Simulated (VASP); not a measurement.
Here is a VASP 6.6.1 calculation.

Contents of INCAR:

```
SYSTEM = Si
PREC = Accurate
ENCUT = 520
EDIFF = 1E-8
ISMEAR = -1
SIGMA = 0.05
LREAL = .FALSE.
LASPH = .TRUE.
NELM = 100
ALGO = Normal
ISIF = 2
LWAVE = .FALSE.
LCHARG = .FALSE.
GGA = PE
LEFG = .TRUE.
NBANDS = 11
```

KPOINTS

```
regular mesh
0
G
  16 16 16
  0 0 0
```

File POSCAR:

```
Si
1.0
   -2.2154725000      2.3347350000      1.2750000000
    2.2154725000     -2.3347350000      1.2750000000
    2.2865275000      2.4022650000     -1.2750000000
Si
2
Direct
    0.8070000000      0.5570000000      0.2500000000
    0.1930000000      0.4430000000      0.7500000000
```

Potentials or basis: VASP PAW PBE potentials, release 64 (Si).

The run is started by

```console
$ cat potpaw_PBE.64/Si/POTCAR > POTCAR
$ mpirun -np 1 vasp_std > vasp.out
```

Q: Estimate the pressure.

A: 15.7 GPa.

Q: What does it give for the band gap on the k mesh?

A: Zero (bands 4 and 5 overlap by 7.48 eV).

Stress tensor (GPa, compression positive):
```
14.56 -2.26  0.00
-2.26 17.72  0.00
 0.00  0.00 14.67
```

Caveat: the cell differs from its parent crystal (xy shear strain of +3 %); the cell stands under pressure; without QUAD_EFG the Cq values of the log hold for a quadrupole moment of 1 mb, not for the nuclei.
